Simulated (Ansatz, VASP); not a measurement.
Hf4Te in VASP and in Ansatz

INCAR

```
  PREC = Accurate
  ENCUT = 520
  EDIFF = 1E-6
  ISMEAR = 0
  SIGMA = 0.1
  LREAL = False
  LASPH = True
  NELM = 100
  ALGO = Fast
  ISIF = 2
  LWAVE = False
  LCHARG = False
  GGA = PE
  NBANDS = 57
```

The input KPOINTS:

```
regular mesh
0
Gamma
  4 4 4
```

The input POSCAR:

```
Hf4Te
1.0
    0.0000000000      5.3231056300      5.3231056300
    5.3231056300      0.0000000000      5.3231056300
    5.3231056300      5.3231056300      0.0000000000
Hf Te
8 2
Direct
    0.3761259900      0.3761259900      0.3761259900
    0.3761259900      0.3761259900      0.8716220300
    0.3761259900      0.8716220300      0.3761259900
    0.8738740100      0.8738740100      0.3783779700
    0.8738740100      0.8738740100      0.8738740100
    0.8716220300      0.3761259900      0.3761259900
    0.8738740100      0.3783779700      0.8738740100
    0.3783779700      0.8738740100      0.8738740100
    0.0000000000      0.0000000000      0.0000000000
    0.2500000000      0.2500000000      0.2500000000
```

Input for Ansatz:

```yaml
crystal:
  lattice:
    - [0.0, 5.32310563, 5.32310563]
    - [5.32310563, 0.0, 5.32310563]
    - [5.32310563, 5.32310563, 0.0]
  atoms:
    - { symbol: Hf, position: [0.37612599, 0.37612599, 0.37612599] }
    - { symbol: Hf, position: [0.37612599, 0.37612599, 0.87162203] }
    - { symbol: Hf, position: [0.37612599, 0.87162203, 0.37612599] }
    - { symbol: Hf, position: [0.87387401, 0.87387401, 0.37837797] }
    - { symbol: Hf, position: [0.87387401, 0.87387401, 0.87387401] }
    - { symbol: Hf, position: [0.87162203, 0.37612599, 0.37612599] }
    - { symbol: Hf, position: [0.87387401, 0.37837797, 0.87387401] }
    - { symbol: Hf, position: [0.37837797, 0.87387401, 0.87387401] }
    - { symbol: Te, position: [0.0, 0.0, 0.0] }
    - { symbol: Te, position: [0.25, 0.25, 0.25] }
basis:
  ecutwfc: 420
kpoints:
  mp_grid: { grid: [4, 4, 4] }
hamiltonian:
  xc: pbe
scf:
  occupations: { method: gaussian, width: 0.1 }
  lower_state_search: "off"
output:
  forces: true
  stress: true
  eigenvalues: true
```

Change from the starting cell: species swapped into the Ba4Rh type (Fd-3m, No. 227).

Alike in both runs: task single point; functional PBE; k mesh 4 × 4 × 4; occupations gaussian, width 0.1 eV; no spin polarisation.

```csv
,VASP,Ansatz
version,VASP 6.6.1,Ansatz 0.2.0
potentials or method,"VASP PAW PBE potentials, release 64 (Hf_pv, Te), cutoff 520 eV","scalar-relativistic, plane waves, PAW"
valence electrons in the cell,92,240
```

Ansatz gave:

- gap on the k mesh at the Fermi level (eV): none
- pressure (GPa): 12.0
- rms of the force components (eV/Å): 4.826

Q: Which values does VASP return?

A: gap on the k mesh at the Fermi level (eV): none; pressure (GPa): 11.8; rms of the force components (eV/Å): 4.792.

Atom by atom the forces differ by 0.034 eV/Å (rms over components). A gap of «none» marks a metal or a gap that the smearing closes. With one functional, cell and mesh, what is left measures potentials, basis and numerics. VASP's potentials hold 92 valence electrons a cell and Ansatz's 240, so a difference there can come from the potentials and not from the codes.

Neither program's run includes spin-orbit coupling.
